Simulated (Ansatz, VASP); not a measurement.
# TaN in VASP and in Ansatz

Contents of POSCAR:

```
TaN
1.0
    0.2758197072      2.3444675113      2.3444675113
    2.3444675113      0.2758197072      2.3444675113
    2.3444675113      2.3444675113      0.2758197072
Ta N
1 1
Direct
    0.5000000000      0.5000000000      0.5000000000
    0.0000000000      0.0000000000      0.0000000000
```

File INCAR.step1:

```
SYSTEM = TaN
PREC     = Accurate       ! precision mode
ENCUT    = 520            ! plane-wave cutoff, eV
ISMEAR   = 0              ! smearing method
SIGMA    = 0.15           ! smearing width, eV
LREAL    = .False.        ! projectors in reciprocal space
LASPH    = .True.         ! aspherical terms in the spheres
NELM     = 80             ! most SCF steps
NBANDS   = 15             ! bands
GGA      = PE             ! functional
ALGO     = Normal         ! electronic algorithm
EDIFF    = 1E-4           ! SCF threshold, eV
LWAVE    = .True.         ! write WAVECAR
LCHARG   = .False.        ! write CHGCAR
```

The input INCAR.step2:

```
SYSTEM = TaN
PREC     = Accurate       ! precision mode
ENCUT    = 520            ! plane-wave cutoff, eV
EDIFF    = 1E-6           ! SCF threshold, eV
ISMEAR   = 0              ! smearing method
SIGMA    = 0.15           ! smearing width, eV
LREAL    = .False.        ! projectors in reciprocal space
LASPH    = .True.         ! aspherical terms in the spheres
NELM     = 80             ! most SCF steps
ALGO     = Normal         ! electronic algorithm
ISIF     = 2              ! what is computed and relaxed
LWAVE    = .False.        ! write WAVECAR
LCHARG   = .True.         ! write CHGCAR
METAGGA  = R2SCAN         ! meta-GGA
LMIXTAU  = .True.       
LELF     = .True.         ! ELF
LVHAR    = .True.       
NBANDS   = 15             ! bands
ISTART   = 1
```

Contents of KPOINTS:

```
Automatic mesh
0
Gamma
  26 26 26
  0 0 0
```

Input for Ansatz:

```yaml
crystal:
  lattice:
    - [0.2758197072, 2.3444675113, 2.3444675113]
    - [2.3444675113, 0.2758197072, 2.3444675113]
    - [2.3444675113, 2.3444675113, 0.2758197072]
  atoms:
    - { symbol: Ta, position: [0.5, 0.5, 0.5] }
    - { symbol: "N", position: [0.0, 0.0, 0.0] }
basis:
  ecutwfc: 500
kpoints:
  mp_grid: { grid: [26, 26, 26] }
hamiltonian:
  xc: r2scan
scf:
  occupations: { method: gaussian, width: 0.15 }
output:
  forces: true
  stress: true
  eigenvalues: true
```

Alike in both runs: task single point; functional r2SCAN; k mesh 26 × 26 × 26; occupations gaussian, width 0.15 eV; no spin polarisation.

|  | VASP | Ansatz |
| --- | --- | --- |
| version | VASP 6.6.1 | Ansatz 0.2.0 |
| potentials or method | VASP PAW PBE potentials, release 64 (Ta_pv, N), cutoff 520 eV | scalar-relativistic, plane waves, PAW |
| valence electrons in the cell | 16 | 18 |

Ansatz gave:

```
gap on the k mesh at the Fermi level (eV)                     : none
pressure (GPa)                                                : 1.7
traceless stress, the component that is largest in VASP (GPa) : -5.54
```

What did VASP give for the same quantities?

gap on the k mesh at the Fermi level (eV): none; pressure (GPa): 3.6; traceless stress, the component that is largest in VASP (GPa): -5.42.

VASP's potentials were made for PBE, not for r2SCAN. A gap of «none» marks a metal or a gap that the smearing closes. VASP's potentials hold 16 valence electrons a cell and Ansatz's 18, so a difference there can come from the potentials and not from the codes.

Spin-orbit coupling is off throughout.
